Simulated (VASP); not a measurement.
A run of VASP 6.6.1 is set up as follows.

Contents of INCAR:

```
PREC = Accurate
ENCUT = 600
EDIFF = 1E-7
ISMEAR = 1
SIGMA = 0.1
LREAL = F
LASPH = T
NELM = 100
ALGO = Normal
ISIF = 3
LWAVE = F
LCHARG = F
GGA = PS
IVDW = 12
IBRION = 2
NSW = 80
EDIFFG = -0.01
```

KPOINTS

```
Automatic mesh
0
Gamma
  5 5 5
```

POSCAR

```
CdIn3
1.0
    0.0000000000      3.7255419700      3.7255419700
    3.7255419700      0.0000000000      3.7255419700
    3.7255419700      3.7255419700      0.0000000000
Cd In
1 3
Direct
    0.0000000000      0.0000000000      0.0000000000
    0.2500000000      0.2500000000      0.2500000000
    0.7500000000      0.7500000000      0.7500000000
    0.5000000000      0.5000000000      0.5000000000
```

Potentials or basis: VASP PAW PBE potentials, release 64 (Cd, In_d).

Run with:

```bash
$ cat potpaw_PBE.64/Cd/POTCAR potpaw_PBE.64/In_d/POTCAR > POTCAR
$ mpirun -np 1 vasp_std > vasp.out
```

Problem. Predict the space group after relaxing (to 0.1 Å).

Solution. Fm-3m (No. 225).

Problem. What does it give for the relaxed volume?

Solution. 23.48 Å³/atom.

Final structure:
```
Cd In
1.0
     0.00000    3.60762    3.60762
     3.60762    0.00000    3.60762
     3.60762    3.60762    0.00000
Cd In
1 3
Direct
  0.00000 0.00000 0.00000
  0.25000 0.25000 0.25000
  0.75000 0.75000 0.75000
  0.50000 0.50000 0.50000
```

Caveat: the PAW data sets were made with another functional, which shifts forces and pressure a little.
